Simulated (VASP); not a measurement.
# SiO2 (I4/mmm) in VASP: notebook

The runs below take SiO2 through single point, with PBEsol, PBE, BLYP.

All numbers are computed with VASP 6.6.1; they aren't measurements. Logs are shortened: lines on timing, memory, paths and dates and some standing lists are left out, and cuts for length are marked.

### Step 1. The cell of the first run

The structure is tetragonal, space group I4/mmm (No. 139). Conventional cell: a = 8.944 Å, b = 8.944 Å, c = 5.224 Å, α = 90.00°, β = 90.00°, γ = 90.00°. Within 2.1 Å of Si (site symmetry m2m) lie 4 O at 1.60 to 1.61 Å. Within 2.1 Å of O (site symmetry m2m) lie 2 Si at 1.61 Å. Within 2.1 Å of O (site symmetry 2/m) lie 2 Si at 1.60 Å.

### Step 2. Single point, PBEsol

INCAR

```
PREC     = Accurate       # precision mode
ENCUT    = 520            # plane-wave cutoff, eV
EDIFF    = 1E-7           # SCF threshold, eV
ISMEAR   = -1             # smearing method
SIGMA    = 0.05           # smearing width, eV
LREAL    = F              # projectors in reciprocal space
LASPH    = T              # aspherical terms in the spheres
NELM     = 60             # most SCF steps
ALGO     = Normal         # electronic algorithm
ISIF     = 2              # what is computed and relaxed
LWAVE    = F              # write WAVECAR
LCHARG   = F              # write CHGCAR
GGA      = PS             # functional
NBANDS   = 44             # bands
```

KPOINTS

```
Automatic mesh
0
Gamma
  6 6 6
```

POSCAR

```
SiO2
1.0
   -4.4720405200      4.4720405200      2.6117703500
    4.4720405200     -4.4720405200      2.6117703500
    4.4720405200      4.4720405200     -2.6117703500
Si O
4 8
Direct
    0.8231114200      0.8231114200      0.6462228400
    0.1768885800      0.8231114200      0.0000000000
    0.8231114200      0.1768885800      0.0000000000
    0.1768885800      0.1768885800      0.3537771600
    0.0000000000      0.7914513400      0.7914513400
    0.2085486600      0.0000000000      0.2085486600
    0.7914513400      0.0000000000      0.7914513400
    0.0000000000      0.2085486600      0.2085486600
    0.0000000000      0.0000000000      0.5000000000
    0.5000000000      0.0000000000      0.0000000000
    0.0000000000      0.5000000000      0.0000000000
    0.5000000000      0.5000000000      0.5000000000
```

Potentials or basis: VASP PAW PBE potentials, release 64 (Si, O).

The run is started by

```sh
$ cat potpaw_PBE.64/Si/POTCAR potpaw_PBE.64/O/POTCAR > POTCAR
$ mpirun -np 1 vasp_std > vasp.out
```

OUTCAR:

```text
PREC = Accurate
   ENCUT = 520
   EDIFF = 1E-7
   ISMEAR = -1
   LREAL = F
   LASPH = T
   NELM = 60
   ISIF = 2
   GGA = PS

 ion  position               nearest neighbor table
   1  0.823  0.823  0.646-   9 1.60  12 1.60   5 1.61   7 1.61
   2  0.177  0.823  0.000-  10 1.60  11 1.60   5 1.61   6 1.61
   3  0.823  0.177  0.000-  11 1.60  10 1.60   7 1.61   8 1.61
   4  0.177  0.177  0.354-  12 1.60   9 1.60   6 1.61   8 1.61
   5  0.000  0.791  0.791-   1 1.61   2 1.61
   6  0.209  0.000  0.209-   2 1.61   4 1.61
   7  0.791  0.000  0.791-   1 1.61   3 1.61
   8  0.000  0.209  0.209-   3 1.61   4 1.61
   9  0.000  0.000  0.500-   1 1.60   4 1.60
  10  0.500  0.000  0.000-   2 1.60   3 1.60
  11  0.000  0.500  0.000-   3 1.60   2 1.60
  12  0.500  0.500  0.500-   4 1.60   1 1.60

  LATTYP: Found a body centered tetragonal cell.
 ALAT       =     8.9440810400
 C/A-ratio  =     0.5840220674

  Lattice vectors:

 A1 = (  -4.4720405200,   4.4720405200,   2.6117703500)
 A2 = (   4.4720405200,  -4.4720405200,   2.6117703500)
 A3 = (   4.4720405200,   4.4720405200,  -2.6117703500)

Analysis of symmetry for initial positions (statically):
=====================================================================
 Subroutine PRICEL returns:
 Original cell was already a primitive cell.

 Routine SETGRP: Setting up the symmetry group for a
 body centered tetragonal supercell.

 Subroutine GETGRP returns: Found 16 space group operations
 (whereof 16 operations were pure point group operations)
 out of a pool of 16 trial point group operations.

The static configuration has the point symmetry D_4h.

Analysis of symmetry for dynamics (positions and initial velocities):
=====================================================================
 Subroutine PRICEL returns:
 Original cell was already a primitive cell.

 Routine SETGRP: Setting up the symmetry group for a
 body centered tetragonal supercell.

 Subroutine GETGRP returns: Found 16 space group operations
 (whereof 16 operations were pure point group operations)
 out of a pool of 16 trial point group operations.

The dynamic configuration has the point symmetry D_4h.

 Subroutine INISYM returns: Found 16 space group operations
 (whereof 16 operations are pure point group operations),
 and found     1 'primitive' translations

----------------------------------------------------------------------------------------

                                     Primitive cell

  volume of cell :     208.9327

  direct lattice vectors                    reciprocal lattice vectors
    -4.472040520  4.472040520  2.611770350     0.000000000  0.111805785  0.191441028
     4.472040520 -4.472040520  2.611770350     0.111805785  0.000000000  0.191441028
     4.472040520  4.472040520 -2.611770350     0.111805785  0.111805785  0.000000000

  length of vectors
     6.842487646  6.842487646  6.842487646     0.221698445  0.221698445  0.158117257

  position of ions in fractional coordinates (direct lattice)
     0.823111420  0.823111420  0.646222840
     0.176888580  0.823111420  0.000000000
     0.823111420  0.176888580  0.000000000
     0.176888580  0.176888580  0.353777160
     0.000000000  0.791451340  0.791451340
     0.208548660  0.000000000  0.208548660
     0.791451340  0.000000000  0.791451340
     0.000000000  0.208548660  0.208548660
     0.000000000  0.000000000  0.500000000
     0.500000000  0.000000000  0.000000000
     0.000000000  0.500000000  0.000000000
     0.500000000  0.500000000  0.500000000

  ion indices of the primitive-cell ions
   primitive index   ion index
                 1           1
                 2           2
                 3           3
                 4           4
                 5           5
                 6           6
                 7           7
                 8           8
                 9           9
                10          10
                11          11
                12          12

----------------------------------------------------------------------------------------

 KPOINTS: Automatic mesh

[... 46 lines left out ...]
   IVDW    =     0    specifies the selected vdW correction
   LEPSILON=     F    determine dielectric tensor
   LRPA    =     F    only Hartree local field effects (RPA)
 non-spin polarized calculation
  energy-cutoff  :      520.00
  volume of cell :      208.93
 maximum number of plane-waves:      5658
 NGX is ok and might be reduce to    54
   NGX = 25   NGY = 25   NGZ = 25

 number of electron      64.0000008 magnetization

 Free energy of the ion-electron system (eV)
  ---------------------------------------------------
  ext. energy  EPLUGINS =         0.00000000
  ---------------------------------------------------
  free energy    TOTEN  =       -98.58082019 eV

  energy without entropy =      -98.58082019  energy(sigma->0) =      -98.58082019

 E-fermi :   0.0611     XC(G=0):  -7.3744

 val. band max:       -1.1305537791   @ k =   0.5000   0.5000   0.5000
 cond. band min:       4.3960248695   @ k =   0.0000   0.0000   0.0000
 fundamental gap:      5.5265786486
 Fermi energy:         0.0611234811

 k-point     1 :       0.0000    0.0000    0.0000
  band No.  band energies     occupation
      1     -20.5521      2.00000
      2     -19.6787      2.00000
      3     -19.1243      2.00000
      4     -19.1243      2.00000
      5     -18.5186      2.00000
      6     -18.4830      2.00000
[... 36 lines left out ...]
     43      10.0306      0.00000
     44      10.0616      0.00000

 k-point     2 :       0.1667    0.0000    0.0000
  band No.  band energies     occupation
      1     -20.4833      2.00000
      2     -19.6753      2.00000
      3     -19.2274      2.00000
      4     -19.1262      2.00000
      5     -18.5168      2.00000
      6     -18.4875      2.00000
[... 1026 lines left out ...]
 k-point    24 :      -0.1667   -0.3333    0.1667
  band No.  band energies     occupation
      1     -20.1494      2.00000
      2     -19.6616      2.00000
      3     -19.6604      2.00000
      4     -19.1440      2.00000
      5     -18.5221      2.00000
      6     -18.4881      2.00000
[... 36 lines left out ...]
     43       9.8857      0.00000
     44      10.0455      0.00000

 [... further k-points ...]

------------------------ aborting loop because EDIFF is reached ----------------------------------------

  FORCE on cell =-STRESS in cart. coord.  units (eV):
  Direction    XX          YY          ZZ          XY          YZ          ZX
  --------------------------------------------------------------------------------------
  -------------------------------------------------------------------------------------
  Total        2.8013608      2.8013608      3.1045824      0.0000000      0.0000000     -0.0000000
  in kB       21.4819248     21.4819248     23.8071457      0.0000000      0.0000000     -0.0000000
  external PRESSURE =      22.2569984 kB  Pullay stress =       0.0000000 kB

 VOLUME and BASIS-vectors are now :
 -----------------------------------------------------------------------------
  energy-cutoff  :      520.00
  volume of cell :      208.93
      direct lattice vectors                 reciprocal lattice vectors
    -4.472040520  4.472040520  2.611770350     0.000000000  0.111805785  0.191441028
     4.472040520 -4.472040520  2.611770350     0.111805785  0.000000000  0.191441028
     4.472040520  4.472040520 -2.611770350     0.111805785  0.111805785  0.000000000

 POSITION                                       TOTAL-FORCE (eV/Angst)
 -----------------------------------------------------------------------------------
      2.88993      2.88993      2.61177         0.027034      0.027034     -0.000000
      2.88993     -2.88993      2.61177         0.027034     -0.027034     -0.000000
     -2.88993      2.88993      2.61177        -0.027034      0.027034      0.000000
      1.58211      1.58211      0.00000        -0.027034     -0.027034      0.000000
      7.07880      0.00000      0.00000        -0.138756      0.000000     -0.000000
      0.00000      1.86528      0.00000         0.000000      0.138756      0.000000
      0.00000      7.07880      0.00000         0.000000     -0.138756     -0.000000
      1.86528      0.00000      0.00000         0.138756      0.000000      0.000000
      2.23602      2.23602     -1.30589         0.000000      0.000000      0.000000
     -2.23602      2.23602      1.30589         0.000000      0.000000      0.000000
      2.23602     -2.23602      1.30589         0.000000      0.000000      0.000000
      2.23602      2.23602      1.30589         0.000000      0.000000      0.000000
 -----------------------------------------------------------------------------------
    total drift:                               -0.000000     -0.000000      0.000000

  FREE ENERGIE OF THE ION-ELECTRON SYSTEM (eV)
  ---------------------------------------------------
  free  energy   TOTEN  =       -98.5808201915 eV

  energy  without entropy=      -98.5808201915  energy(sigma->0) =      -98.58082019
```

It took 3.8 min on 1 thread of Intel Xeon 6975P-C (Granite Rapids), shared host; peak memory 0.48 GiB.

What came out:

```yaml
Free_energy: -98.5808 eV
Pressure: 2.2 GPa
Largest_force: 0.139 eV/Å
Band_gap_on_the_k_mesh: 5.53 eV, indirect (least direct gap 5.53 eV)
```

Forces on the atoms (eV/Å):
```
Si   0.027  0.027  0.000
Si   0.027 -0.027  0.000
Si  -0.027  0.027  0.000
Si  -0.027 -0.027  0.000
O   -0.139  0.000  0.000
O    0.000  0.139  0.000
O    0.000 -0.139  0.000
O    0.139  0.000  0.000
O    0.000  0.000  0.000
O    0.000  0.000  0.000
O    0.000  0.000  0.000
O    0.000  0.000  0.000
```

Stress tensor (GPa, compression positive):
```
2.15 0.00 0.00
0.00 2.15 0.00
0.00 0.00 2.38
```

Caveat: the PAW data sets were made with another functional, which shifts forces and pressure a little. A k mesh can miss the band edges.

### Step 3. Single point, PBE

INCAR

```
SYSTEM = SiO2
PREC = Accurate
ENCUT = 520
EDIFF = 1E-6
ISMEAR = -1
SIGMA = 0.05
LREAL = .False.
LASPH = .True.
NELM = 60
ALGO = Normal
ISIF = 2
LWAVE = .False.
LCHARG = .False.
GGA = PE
NBANDS = 44
```

KPOINTS

```
Automatic mesh
0
Gamma
  6 6 6
  0 0 0
```

POSCAR is that of step 2.

Potentials or basis: VASP PAW PBE potentials, release 64 (Si, O).

The run is started by

```sh
$ cat potpaw_PBE.64/Si/POTCAR potpaw_PBE.64/O/POTCAR > POTCAR
$ mpirun -np 1 vasp_std > vasp.out
```

Run time: 3.9 min. Hardware: 1 thread of Intel Xeon 6975P-C (Granite Rapids), shared host; peak memory 0.47 GiB.

It converged, with:

```
Free energy            : -94.7956 eV
Pressure               : 3.7 GPa
Largest force          : 0.204 eV/Å
Band gap on the k mesh : 5.45 eV, indirect (least direct gap 5.46 eV)
```

Forces on the atoms (eV/Å):
```
Si   0.012  0.012  0.000
Si   0.012 -0.012  0.000
Si  -0.012  0.012  0.000
Si  -0.012 -0.012  0.000
O   -0.204  0.000  0.000
O    0.000  0.204  0.000
O    0.000 -0.204  0.000
O    0.204  0.000  0.000
O    0.000  0.000  0.000
O    0.000  0.000  0.000
O    0.000  0.000  0.000
O    0.000  0.000  0.000
```

Stress tensor (GPa, compression positive):
```
3.64 0.00 0.00
0.00 3.64 0.00
0.00 0.00 3.84
```

Levels at points of the mesh, in eV from the valence-band top:
```
           k point  band 28  band 29  band 30  band 31  band 32  band 33  band 34  band 35  band 36  band 37
(0.00, 0.00, 0.00)    -1.36    -0.82    -0.67    -0.01    -0.01     5.45     8.36     8.61     8.89     9.21
(0.50, 0.00, 0.00)    -1.13    -1.10    -0.77    -0.59    -0.24     7.68     7.75     8.65     8.96     9.29
(0.50, 0.50, 0.00)    -0.75    -0.45    -0.38    -0.37    -0.24     6.60     6.96     8.69     8.92     9.55
(0.50, 0.50, 0.50)    -1.01    -1.01    -0.17     0.00     0.00     7.63     7.67     7.67     8.03     8.71
```

A k mesh can miss the band edges. As with any semilocal functional, this PBE gap is likely too small.

### Step 4. Single point, BLYP

This run uses another cell than the first one, of 17.97 Å³/atom, 1.032 times its volume.

INCAR

```
SYSTEM = SiO2
PREC = Accurate ; ENCUT = 520
EDIFF = 1E-6 ; ISMEAR = -1
SIGMA = 0.05 ; LREAL = .False.
LASPH = .True. ; NELM = 80
ALGO = Normal ; ISIF = 2
LWAVE = .False. ; LCHARG = .False.
GGA = B5 ; ALDAX = 1.0
AGGAX = 1.0 ; AGGAC = 1.0
ALDAC = 0.0 ; NBANDS = 44
```

KPOINTS

```
regular mesh
0
Gamma
  6 6 6
  0 0 0
```

POSCAR

```
SiO2
1.0
   -4.5167669629      4.5167669629      2.6418103225
    4.5167669629     -4.5167669629      2.6418103225
    4.5167669629      4.5167669629     -2.6418103225
Si O
4 8
Direct
    0.8230508332      0.8230508332      0.6461016664
    0.1769491668      0.8230508332      0.0000000000
    0.8230508332      0.1769491668      0.0000000000
    0.1769491668      0.1769491668      0.3538983336
    0.0000000000      0.7910148380      0.7910148380
    0.2089851620      0.0000000000      0.2089851620
    0.7910148380      0.0000000000      0.7910148380
    0.0000000000      0.2089851620      0.2089851620
    0.0000000000      0.0000000000      0.5000000000
    0.5000000000      0.0000000000      0.0000000000
    0.0000000000      0.5000000000      0.0000000000
    0.5000000000      0.5000000000      0.5000000000
```

The run is started by

```sh
$ cat potpaw_PBE.64/Si/POTCAR potpaw_PBE.64/O/POTCAR > POTCAR
$ mpirun -np 1 vasp_std > vasp.out
```

Run time: 4.1 min. Hardware: 1 thread of Intel Xeon 6975P-C (Granite Rapids), shared host; peak memory 0.48 GiB.

The run converged. Its results:

```
Free energy            : -91.3961 eV
Pressure               : 0.6 GPa
Largest force          : 0.024 eV/Å
Band gap on the k mesh : 5.37 eV, indirect (the least direct gap lies 2.5 meV higher)
```

Forces in eV/Å, atoms in the order of the input:
```
Si  -0.017 -0.017  0.000
Si  -0.017  0.017  0.000
Si   0.017 -0.017  0.000
Si   0.017  0.017  0.000
O   -0.017  0.000  0.000
O    0.000  0.017  0.000
O    0.000 -0.017  0.000
O    0.017  0.000  0.000
O    0.000  0.000  0.000
O    0.000  0.000  0.000
O    0.000  0.000  0.000
O    0.000  0.000  0.000
```

Levels at points of the mesh, in eV from the valence-band top:
| k point | band 29 | band 30 | band 31 | band 32 | band 33 | band 34 | band 35 | band 36 |
| --- | --- | --- | --- | --- | --- | --- | --- | --- |
| (0.00, 0.00, 0.00) | -0.79 | -0.64 | -0.01 | 0.00 | 5.37 | 8.28 | 8.44 | 8.66 |
| (0.50, 0.00, 0.00) | -1.04 | -0.73 | -0.55 | -0.24 | 7.49 | 7.72 | 8.64 | 8.71 |
| (0.50, 0.50, 0.00) | -0.42 | -0.36 | -0.36 | -0.23 | 6.49 | 6.90 | 8.52 | 8.80 |
| (0.50, 0.50, 0.50) | -0.96 | -0.17 | 0.00 | 0.00 | 7.40 | 7.40 | 7.59 | 8.10 |

Caveat: the PAW data sets were made with another functional, which shifts forces and pressure a little. A k mesh can miss the band edges.

### Step 5. Single point, PBE

INCAR

```
PREC = Accurate ; ENCUT = 520
EDIFF = 1E-6 ; ISMEAR = -1
SIGMA = 0.05 ; LREAL = False
LASPH = True ; NELM = 80
ALGO = Normal ; ISIF = 2
LWAVE = False ; LCHARG = True
GGA = PE ; LELF = True
LVHAR = True ; NBANDS = 44
```

KPOINTS

```
regular mesh
0
Gamma
  4 4 4
```

POSCAR

```
SiO2
1.0
   -4.4720405200      4.4720405200      2.6117703500
    4.4720405200     -4.4720405200      2.6117703500
    4.4720405200      4.4720405200     -2.6117703500
Si O
4 8
Direct
    0.8231114200      0.8231114200      0.6462228400
    0.1768885800      0.8231114200      0.0000000000
    0.8231114200      0.1768885800      0.0000000000
    0.1768885800      0.1768885800      0.3537771600
    0.0000000000      0.7914513400      0.7914513400
    0.2085486600      0.0000000000      0.2085486600
    0.7914513400      0.0000000000      0.7914513400
    0.0000000000      0.2085486600      0.2085486600
    0.0000000000      0.0000000000      0.5000000000
    0.5000000000      0.0000000000      0.0000000000
    0.0000000000      0.5000000000      0.0000000000
    0.5000000000      0.5000000000      0.5000000000
```

The run is started by

```sh
$ cat potpaw_PBE.64/Si/POTCAR potpaw_PBE.64/O/POTCAR > POTCAR
$ mpirun -np 1 vasp_std > vasp.out
```

Run time: 3.2 min. Hardware: 1 thread of Intel Xeon Platinum 8259CL at 2.50GHz (Skylake/Cascade Lake), shared host; peak memory 0.41 GiB.

The run converged. Its results:

```
Free energy            : -94.7954 eV
Pressure               : 3.7 GPa
Largest force          : 0.204 eV/Å
Band gap on the k mesh : 5.45 eV, indirect (least direct gap 5.46 eV)
```

Forces in eV/Å, atoms in the order of the input:
```
Si   0.012  0.012  0.000
Si   0.012 -0.012  0.000
Si  -0.012  0.012  0.000
Si  -0.012 -0.012  0.000
O   -0.204  0.000  0.000
O    0.000  0.204  0.000
O    0.000 -0.204  0.000
O    0.204  0.000  0.000
O    0.000  0.000  0.000
O    0.000  0.000  0.000
O    0.000  0.000  0.000
O    0.000  0.000  0.000
```

Stress tensor (GPa, compression positive):
```
3.65 0.00 0.00
0.00 3.65 0.00
0.00 0.00 3.84
```

Levels at points of the mesh, in eV from the valence-band top:
```
           k point  band 29  band 30  band 31  band 32  band 33  band 34  band 35  band 36
(0.00, 0.00, 0.00)    -0.82    -0.67    -0.01    -0.01     5.45     8.36     8.61     8.89
(0.50, 0.00, 0.00)    -1.10    -0.77    -0.59    -0.24     7.68     7.75     8.65     8.96
(0.50, 0.50, 0.00)    -0.45    -0.38    -0.37    -0.24     6.60     6.96     8.69     8.92
(0.50, 0.50, 0.50)    -1.01    -0.17     0.00     0.00     7.63     7.67     7.67     8.03
```

A k mesh can miss the band edges. PBE gaps usually lie below the measured ones, often by a third to a half.

### Step 6. The runs side by side

| level | cell | k mesh | gap on the mesh (eV) | pressure (GPa) | largest force (eV/Å) |
| --- | --- | --- | --- | --- | --- |
| PBEsol | a = 6.842 Å, angles 98.4, 98.4, 135.1°, 12 atoms | 6 × 6 × 6 | 5.53 | 2.2 | 0.14 |
| PBE | a = 6.842 Å, angles 98.4, 98.4, 135.1°, 12 atoms | 6 × 6 × 6 | 5.45 | 3.7 | 0.20 |
| BLYP | a = 6.912 Å, angles 98.4, 98.4, 135.1°, 12 atoms | 6 × 6 × 6 | 5.37 | 0.6 | 0.02 |
| PBE | a = 6.842 Å, angles 98.4, 98.4, 135.1°, 12 atoms | 4 × 4 × 4 | 5.45 | 3.7 | 0.20 |

Alike in all rows: task single point; potentials or basis VASP PAW PBE potentials, release 64 (Si, O); no spin polarisation; cutoff (eV) 520; smearing fermi-dirac 0.05 eV.

On the cell as given the gap runs from 5.45 eV (PBE) to 5.53 eV (PBEsol); the meshes differ, which moves gaps too. The pressure there spans 2.2 GPa (PBEsol) to 3.7 GPa (PBE); a positive pressure means that this level wants a larger cell, a negative one a smaller.

Caveats: the PAW data sets were made with another functional, which shifts forces and pressure a little (some runs).

Absolute energies hang on the potentials; compare differences alone.
